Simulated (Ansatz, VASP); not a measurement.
**BeHN2: VASP beside Ansatz**

```xyz
4
Lattice="1.3614 0.7860 3.7977 -1.3614 0.7860 3.7977 0.0000 -1.5720 3.7977" Properties=species:S:1:pos:R:3 pbc="T T T"
Be    0.0000    0.0000    0.0000
H     0.0000    0.0000    5.6965
N     0.0000    0.0000    2.9270
N     0.0000    0.0000    8.4660
```

Change from the starting cell: species swapped into the Ca2AsI type (R-3m, No. 166).

Alike in both runs: functional PBE; k mesh 18 × 18 × 18; occupations gaussian, width 0.1 eV; no spin polarisation.

Ansatz relaxed the structure, and its values are those at the end. VASP's run is a single point on that final structure, the one shown.

|  | VASP | Ansatz |
| --- | --- | --- |
| version | VASP 6.6.1 | Ansatz 0.2.0 |
| potentials or method | VASP PAW PBE potentials, release 64 (Be, H, N), cutoff 520 eV | scalar-relativistic, plane waves, PAW |
| valence electrons in the cell | 13 | 13 |

```tsv
	VASP	Ansatz	Ansatz less VASP
gap on the k mesh at the Fermi level (eV)	none	none	-
pressure (GPa)	0.0	0.0	0.00
rms of the force components (eV/Å)	0.007	0.000	-0.0067
```

A gap of «none» marks a metal or a gap that the smearing closes. With one functional, cell and mesh, what is left measures potentials, basis and numerics.
